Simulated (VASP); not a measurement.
## InAs: single point with PBE

Crystal: InAs.

```
In As
1.0
     0.00000    2.84143    2.84143
     2.84143    0.00000    2.84143
     2.84143    2.84143    0.00000
In As
1 1
Cartesian
  0.0000 0.0000 0.0000
  2.8414 2.8414 2.8414
```

```yaml
Program: VASP 6.6.1
Task: single point
Functional: PBE
Potentials_or_basis: VASP PAW PBE potentials, release 64 (In_d, As)
Cutoff: 500 eV
k_mesh: 6 × 6 × 6
Occupations: fermi-dirac, width 0.02 eV
Spin: collinear spin
Starting_moments: "[0.0, 0.06] μB"
Dipole_correction: no
Further_INCAR_settings: ALGO = Normal; EDIFF = 1e-06; NBANDS = 20
```

The pressure is 2.7 GPa, the net moment is 0.08 μB per cell and the site moments are In +0.00; As +0.04 μB. The valence electrons inside the program's atomic spheres are In 11.35; As 2.75.

Levels at points of the mesh, in eV from the Fermi level:
Spin up:
```tsv
k point	band 7	band 8	band 9	band 10	band 11	band 12
(0.00, 0.00, 0.00)	-0.42	-0.27	-0.27	-0.27	7.18	7.18
(0.50, 0.00, 0.00)	-6.73	0.14	0.14	2.14	3.26	3.26
(0.50, 0.50, 0.00)	-4.96	-2.92	-2.39	-2.39	3.79	9.47
```
Spin down:
| k point | band 6 | band 7 | band 8 | band 9 | band 10 | band 11 | band 12 | band 13 |
| --- | --- | --- | --- | --- | --- | --- | --- | --- |
| (0.00, 0.00, 0.00) | -12.35 | -0.40 | -0.21 | -0.21 | -0.21 | 7.21 | 7.21 | 7.21 |
| (0.50, 0.00, 0.00) | -10.56 | -6.70 | 0.21 | 0.21 | 2.16 | 3.28 | 3.28 | 4.65 |
| (0.50, 0.50, 0.00) | -9.58 | -4.92 | -2.91 | -2.34 | -2.34 | 3.81 | 9.49 | 9.49 |

It took 57 s on 1 thread of Intel Xeon 8259CL, on a shared host, peak memory 0.19 GiB.

Caveat: a moment this small can come from the mesh or the smearing; the structure was generated, so it needn't be the stable form of InAs; spin-orbit coupling is left out, which moves the levels of the heavy elements.
